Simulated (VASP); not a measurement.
Al, 1 atom in the cell. Symmetry: Fm-3m, No. 225, cubic system. Conventional cell: a = 3.967 Å, b = 3.967 Å, c = 3.967 Å, α = 90.00°, β = 90.00°, γ = 90.00°. Al (site symmetry m-3m) has 12 Al at 2.81 Å within 3.7 Å. 

```yaml
Program: VASP 6.6.1
Task: single point
Functional: SVWN5
Potentials_or_basis: VASP PAW PBE potentials, release 64 (Al)
Cutoff: 520 eV
k_mesh: 11 × 11 × 11
Occupations: fermi-dirac, width 0.05 eV
Spin: no spin polarisation
Dipole_correction: no
Further_INCAR_settings: ALGO = Fast; EDIFF = 1e-06; NBANDS = 8
```

Potentials or basis: VASP PAW PBE potentials, release 64 (Al).

Run with:

```sh
$ cat potpaw_PBE.64/Al/POTCAR > POTCAR
$ mpirun -np 1 vasp_std > vasp.out
```

Hardware: 1 thread of Intel Xeon 8259CL, on a shared host.

How long does it take, and how much memory?

It took 8.6 s on 1 thread of Intel Xeon 8259CL, with other jobs on the host, peak memory 0.12 GiB. Counts: scf iterations 10, k points 56.
